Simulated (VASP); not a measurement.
# Mg (P3_121) in VASP: single point with r2SCAN

Aim: the single point of Mg with r2SCAN.

Everything below comes from runs of VASP 6.6.1. Logs are shortened: lines on timing, memory, paths and dates and some standing lists are left out, and cuts for length are marked.

## 1. The cell of the first run

Symmetry: P3_121, No. 152, trigonal system. The conventional cell has a = 4.117 Å, b = 4.117 Å, c = 4.670 Å, α = 90.00°, β = 90.00°, γ = 120.00°. Mg (site symmetry 2) has 2 Mg at 2.24 Å within 3.0 Å.

## 2. Single point, r2SCAN

File POSCAR:

```
Mg
1.0
    4.1166553909      0.0000000000      0.0000000000
   -2.0583276955      3.5651281472      0.0000000000
    0.0000000000      0.0000000000      4.6704833455
Mg
3
Direct
    0.2254000000      0.0000000000      0.3333333333
    0.0000000000      0.2254000000      0.6666666667
    0.7746000000      0.7746000000      0.0000000000
```

File INCAR.step1:

```
PREC = Accurate
ENCUT = 520
ISMEAR = 0
SIGMA = 0.1
LREAL = False
LASPH = True
NELM = 100
NBANDS = 10
GGA = PE
ALGO = Normal
EDIFF = 1E-4
LWAVE = True
LCHARG = False
```

File INCAR.step2:

```
PREC = Accurate
ENCUT = 520
EDIFF = 1E-6
ISMEAR = 0
SIGMA = 0.1
LREAL = False
LASPH = True
NELM = 100
ALGO = Normal
ISIF = 2
LWAVE = False
LCHARG = False
METAGGA = R2SCAN
LMIXTAU = True
NBANDS = 10
ISTART = 1
```

File KPOINTS:

```
regular mesh
0
Gamma
  6 6 4
```

Potentials or basis: VASP PAW PBE potentials, release 64 (Mg).

Command:

```console
cat potpaw_PBE.64/Mg/POTCAR > POTCAR
cp INCAR.step1 INCAR
mpirun -np 1 vasp_std > vasp.out
cp INCAR.step2 INCAR
mpirun -np 1 vasp_std > vasp.out
```

OUTCAR:

```text
PREC = Accurate
   ENCUT = 520
   EDIFF = 1E-6
   ISMEAR = 0
   LREAL = False
   LASPH = True
   NELM = 100
   ISIF = 2
   METAGGA = R2SCAN
   ISTART = 1

 ion  position               nearest neighbor table
   1  0.225  0.000  0.333-   3 2.24   2 2.24   3 3.24   3 3.24   2 3.24   2 3.24   2 3.50   3 3.50

   2  0.000  0.225  0.667-   3 2.24   1 2.24   3 3.24   3 3.24   1 3.24   1 3.24   1 3.50   3 3.50

   3  0.775  0.775  0.000-   1 2.24   2 2.24   2 3.24   1 3.24   1 3.24   2 3.24   1 3.50   2 3.50

  LATTYP: Found a hexagonal cell.
 ALAT       =     4.1166553909
 C/A-ratio  =     1.1345334749

  Lattice vectors:

 A1 = (   4.1166553909,   0.0000000000,   0.0000000000)
 A2 = (  -2.0583276955,   3.5651281472,   0.0000000000)
 A3 = (   0.0000000000,   0.0000000000,   4.6704833455)

Analysis of symmetry for initial positions (statically):
=====================================================================
 Subroutine PRICEL returns:
 Original cell was already a primitive cell.

 Routine SETGRP: Setting up the symmetry group for a
 hexagonal supercell.

 Subroutine GETGRP returns: Found  6 space group operations
 (whereof  2 operations were pure point group operations)
 out of a pool of 24 trial point group operations.

The static configuration has the point symmetry C_2 .
 The point group associated with its full space group is D_3 .

Analysis of symmetry for dynamics (positions and initial velocities):
=====================================================================
 Subroutine PRICEL returns:
 Original cell was already a primitive cell.

 Routine SETGRP: Setting up the symmetry group for a
 hexagonal supercell.

 Subroutine GETGRP returns: Found  6 space group operations
 (whereof  2 operations were pure point group operations)
 out of a pool of 24 trial point group operations.

The dynamic configuration has the point symmetry C_2 .
 The point group associated with its full space group is D_3 .

 Subroutine INISYM returns: Found  6 space group operations
 (whereof  2 operations are pure point group operations),
 and found     1 'primitive' translations

----------------------------------------------------------------------------------------

                                     Primitive cell

  volume of cell :      68.5459

  direct lattice vectors                    reciprocal lattice vectors
     4.116655391  0.000000000  0.000000000     0.242915645  0.140247413  0.000000000
    -2.058327696  3.565128147  0.000000000     0.000000000  0.280494826  0.000000000
     0.000000000  0.000000000  4.670483346     0.000000000  0.000000000  0.214110602

  length of vectors
     4.116655391  4.116655391  4.670483346     0.280494826  0.280494826  0.214110602

  position of ions in fractional coordinates (direct lattice)
     0.225400000  0.000000000  0.333333333
     0.000000000  0.225400000  0.666666667
     0.774600000  0.774600000  0.000000000

  ion indices of the primitive-cell ions
   primitive index   ion index
                 1           1
                 2           2
                 3           3

----------------------------------------------------------------------------------------

 KPOINTS: regular mesh

Automatic generation of k-mesh.
 Grid dimensions read from file:
 generate k-points for:    6    6    4

 Generating k-lattice:

  Cartesian coordinates                     Fractional coordinates (reciprocal lattice)
     0.040485941  0.023374569  0.000000000     0.166666667  0.000000000  0.000000000
     0.000000000  0.046749138  0.000000000     0.000000000  0.166666667  0.000000000
     0.000000000  0.000000000  0.053527650     0.000000000  0.000000000  0.250000000

  Length of vectors
     0.046749138  0.046749138  0.053527650

  Shift w.r.t. Gamma in fractional coordinates (k-lattice)
     0.000000000  0.000000000  0.000000000

 Subroutine IBZKPT returns following result:
 ===========================================

 Found     24 irreducible k-points:

 Following reciprocal coordinates:
            Coordinates               Weight
  0.000000  0.000000  0.000000      1.000000
  0.166667 -0.000000  0.000000      6.000000
  0.333333  0.000000  0.000000      6.000000
  0.500000 -0.000000  0.000000      3.000000
  0.166667  0.166667  0.000000      6.000000
  0.333333  0.166667  0.000000     12.000000
[... 16 lines left out ...]
  0.333333  0.166667  0.500000     12.000000
  0.333333  0.333333  0.500000      2.000000
   k-points           NKPTS =     24   k-points in BZ     NKDIM =     24   number of bands    NBANDS=     10
   number of dos      NEDOS =    301   number of ions     NIONS =      3
   total plane-waves  NPLWV =  36864
   dimension x,y,z NGX =    32 NGY =   32 NGZ =   36
   dimension x,y,z NGXF=    64 NGYF=   64 NGZF=   72
   ions per type =               3
   NGX,Y,Z   is equivalent  to a cutoff of  12.92, 12.92, 12.81 a.u.
   NGXF,Y,Z  is equivalent  to a cutoff of  25.85, 25.85, 25.63 a.u.
 SYSTEM =  unknown system
   PREC   = accura    normal or accurate (medium, high low for compatibility)
   ISTART =      1    job   : 0-new  1-cont  2-samecut
   ICHARG =      0    charge: 1-file 2-atom 10-const
   ISPIN  =      1    spin polarized calculation?
   LNONCOLLINEAR =      F non collinear calculations
   LSORBIT =      F    spin-orbit coupling
   LASPH  =      T    aspherical Exc in radial PAW
   ENCUT  =  520.0 eV  38.22 Ry    6.18 a.u.   7.65  7.65  8.68*2*pi/ulx,y,z
   NELM   =    100;   NELMIN=  2; NELMDL=  0     # of ELM steps
   EDIFF  = 0.1E-05   stopping-criterion for ELM
   LREAL  =      F    real-space projection
   EDIFFG = 0.1E-04   stopping-criterion for IOM
   NSW    =      0    number of steps for IOM
   IBRION =     -1    ionic relax: 0-MD 1-quasi-New 2-CG
   NFREE  =      0    steps in history (QN), initial steepest desc. (CG)
   ISIF   =      2    stress and relaxation
   ISYM   =      2    0-nonsym 1-usesym 2-fastsym
   POTIM  = 0.5000    time-step for ionic-motion
   TEBEG  =    0.0;   TEEND  =   0.0 temperature during run
   PSTRESS=    0.0 pullay stress
   NELECT =       6.0000    total number of electrons
   NUPDOWN=      -1.0000    fix difference up-down
   EMIN   =  10.00;   EMAX   =-10.00  energy-range for DOS
   EFERMI =   0.00;   METHOD = LEGACY
   ISMEAR =     0;   SIGMA  =   0.10  broadening in eV -4-tet -1-fermi 0-gaus
   EFERMI_NEDOS =   21; number of points for ismear=-14 and -15
   IALGO  =     38    algorithm
   IMIX   =      4    mixing-type and parameters
     AMIX     =   0.40;   BMIX     =  1.00
     AMIX_MAG =   1.60;   BMIX_MAG =  1.00
  volume/ion in A,a.u.               =      22.85       154.19
  Fermi-wavevector in a.u.,A,eV,Ry     =   0.726883  1.373610  7.188767  0.528359
  Thomas-Fermi vector in A             =   1.817968
   LORBIT       =      0    0 simple, 1 ext, 2 COOP (PROOUT), +10 PAW based schemes
   METAGGA = R2SCAN    functional components
   LHFCALC =     F    Hartree Fock is set to
   AEXX    =    0.0000 exact exchange contribution
   IVDW    =     0    specifies the selected vdW correction
   LEPSILON=     F    determine dielectric tensor
   LRPA    =     F    only Hartree local field effects (RPA)
 non-spin polarized calculation
 Gauss-broadening in eV      SIGMA  =   0.10
  energy-cutoff  :      520.00
  volume of cell :       68.55
 maximum number of plane-waves:      1866
 NGX is ok and might be reduce to    32
   NGX = 15   NGY = 15   NGZ = 17

 number of electron       6.0000000 magnetization

 Free energy of the ion-electron system (eV)
  ---------------------------------------------------
  ext. energy  EPLUGINS =         0.00000000
  ---------------------------------------------------
  free energy    TOTEN  =        -8.11145484 eV

  energy without entropy =       -8.10313397  energy(sigma->0) =       -8.10729440

 E-fermi :   2.5102     XC(G=0):  -9.0098

 val. band max:        2.4599146167   @ k =   0.3333   0.0000   0.5000
 cond. band min:       2.5652307005   @ k =   0.1667  -0.0000   0.0000
 fundamental gap:      0.1053160838
 Fermi energy:         2.5102035218

 k-point     1 :       0.0000    0.0000    0.0000
  band No.  band energies     occupation
      1      -4.8277      2.00000
      2       2.2725      1.99922
      3       2.2725      1.99922
      4       5.8937      0.00000
      5       6.6061      0.00000
      6       6.6061      0.00000
      7       8.0283      0.00000
      8       8.3779      0.00000
      9       8.3779      0.00000
     10      11.7502      0.00000

 k-point     2 :       0.1667   -0.0000    0.0000
  band No.  band energies     occupation
      1      -4.4802      2.00000
      2       2.5652      0.43645
      3       2.5827      0.30537
      4       3.5507      0.00000
      5       5.3048      0.00000
      6       6.1223      0.00000
      7       8.7647      0.00000
      8       9.3882      0.00000
      9       9.9776      0.00000
     10      10.7980      0.00000

 k-point     3 :       0.3333    0.0000    0.0000
  band No.  band energies     occupation
      1      -3.4548      2.00000
      2       0.6901      2.00000
      3       3.4655      0.00000
      4       3.5215      0.00000
      5       4.3249      0.00000
      6       5.1615      0.00000
      7       7.3657      0.00000
      8       7.7092      0.00000
      9      10.7473      0.00000
     10      11.0360      0.00000

 k-point     4 :       0.5000   -0.0000    0.0000
  band No.  band energies     occupation
      1      -2.1277      2.00000
      2      -1.2555      2.00000
      3       4.0001      0.00000
      4       4.4159      0.00000
      5       4.4411      0.00000
      6       4.8669      0.00000
      7       5.7907      0.00000
      8       6.3437      0.00000
      9      10.5430      0.00000
     10      10.7444      0.00000

 k-point     5 :       0.1667    0.1667    0.0000
  band No.  band energies     occupation
      1      -3.7926      2.00000
      2       1.9714      2.00000
      3       2.7079      0.00518
      4       3.2281      0.00000
      5       3.2866      0.00000
      6       7.8336      0.00000
      7       7.9573      0.00000
      8       8.7329      0.00000
      9       8.7894      0.00000
     10      10.0586      0.00000

 k-point     6 :       0.3333    0.1667    0.0000
  band No.  band energies     occupation
      1      -2.4755      2.00000
      2      -0.2751      2.00000
      3       1.7954      2.00000
      4       4.2773      0.00000
      5       4.3512      0.00000
      6       6.4865      0.00000
      7       6.8263      0.00000
      8       7.5879      0.00000
      9       8.7692      0.00000
     10       9.2330      0.00000
[... 183 lines left out ...]
 k-point    21 :       0.5000   -0.0000    0.5000
  band No.  band energies     occupation
      1      -0.4046      2.00000
      2      -0.3125      2.00000
      3       0.4576      2.00000
      4       0.6057      2.00000
      5       5.4433      0.00000
      6       5.6792      0.00000
      7       6.5477      0.00000
      8       6.8070      0.00000
      9      12.2459      0.00000
     10      13.0312      0.00000

 k-point    22 :       0.1667    0.1667    0.5000
  band No.  band energies     occupation
      1      -1.9794      2.00000
      2      -1.9758      2.00000
      3       3.5526      0.00000
      4       3.7497      0.00000
      5       4.4031      0.00000
      6       4.6197      0.00000
      7       9.3910      0.00000
      8       9.6335      0.00000
      9       9.7785      0.00000
     10      10.2542      0.00000

 k-point    23 :       0.3333    0.1667    0.5000
  band No.  band energies     occupation
      1      -0.7054      2.00000
      2      -0.6795      2.00000
      3       1.4266      2.00000
      4       1.5331      2.00000
      5       3.4964      0.00000
      6       3.5839      0.00000
      7       9.1812      0.00000
      8       9.2785      0.00000
      9      11.9001      0.00000
     10      12.2962      0.00000

 k-point    24 :       0.3333    0.3333    0.5000
  band No.  band energies     occupation
      1       0.2975      2.00000
      2       0.2975      2.00000
      3       1.3573      2.00000
      4       1.5668      2.00000
      5       1.5668      2.00000
      6       1.6972      2.00000
      7      11.5136      0.00000
      8      12.0988      0.00000
      9      12.0988      0.00000
     10      12.2052      0.00000

------------------------ aborting loop because EDIFF is reached ----------------------------------------

  FORCE on cell =-STRESS in cart. coord.  units (eV):
  Direction    XX          YY          ZZ          XY          YZ          ZX
  --------------------------------------------------------------------------------------
  -------------------------------------------------------------------------------------
  Total        5.5619800      5.5619800      8.6094336     -0.0000000     -0.0000000      0.0000000
  in kB      130.0045391    130.0045391    201.2350745     -0.0000000     -0.0000000      0.0000000
  external PRESSURE =     153.7480509 kB  Pullay stress =       0.0000000 kB

 VOLUME and BASIS-vectors are now :
 -----------------------------------------------------------------------------
  energy-cutoff  :      520.00
  volume of cell :       68.55
      direct lattice vectors                 reciprocal lattice vectors
     4.116655391  0.000000000  0.000000000     0.242915645  0.140247413  0.000000000
    -2.058327696  3.565128147  0.000000000     0.000000000  0.280494826  0.000000000
     0.000000000  0.000000000  4.670483346     0.000000000  0.000000000  0.214110602

 POSITION                                       TOTAL-FORCE (eV/Angst)
 -----------------------------------------------------------------------------------
      0.92789      0.00000      1.55683         4.892556      0.000000     -0.000000
     -0.46395      0.80358      3.11366        -2.446278      4.237078      0.000000
      1.59438      2.76155      0.00000        -2.446278     -4.237078      0.000000
 -----------------------------------------------------------------------------------
    total drift:                               -0.000006     -0.000011      0.000000

  FREE ENERGIE OF THE ION-ELECTRON SYSTEM (eV)
  ---------------------------------------------------
  free  energy   TOTEN  =        -8.1114548351 eV

  energy  without entropy=       -8.1031339721  energy(sigma->0) =       -8.10729440
```

Run time: 43 s. Hardware: 1 thread of Intel Xeon Platinum 8259CL at 2.50GHz (Skylake/Cascade Lake), shared host; peak memory 0.19 GiB.

What came out:

* Free energy: -8.1115 eV
* Pressure: 15.4 GPa
* Largest force: 4.893 eV/Å
* Band gap on the k mesh: zero (band 3 reaches 7.30 eV, above the bottom of band 4 at 0.61 eV)

Forces on the atoms (eV/Å):
```
Mg   4.893  0.000  0.000
Mg  -2.446  4.237  0.000
Mg  -2.446 -4.237  0.000
```

Stress tensor (GPa, compression positive):
```
13.00  0.00  0.00
 0.00 13.00  0.00
 0.00  0.00 20.12
```

Caveat: the PAW data sets were made with another functional, which shifts forces and pressure a little.
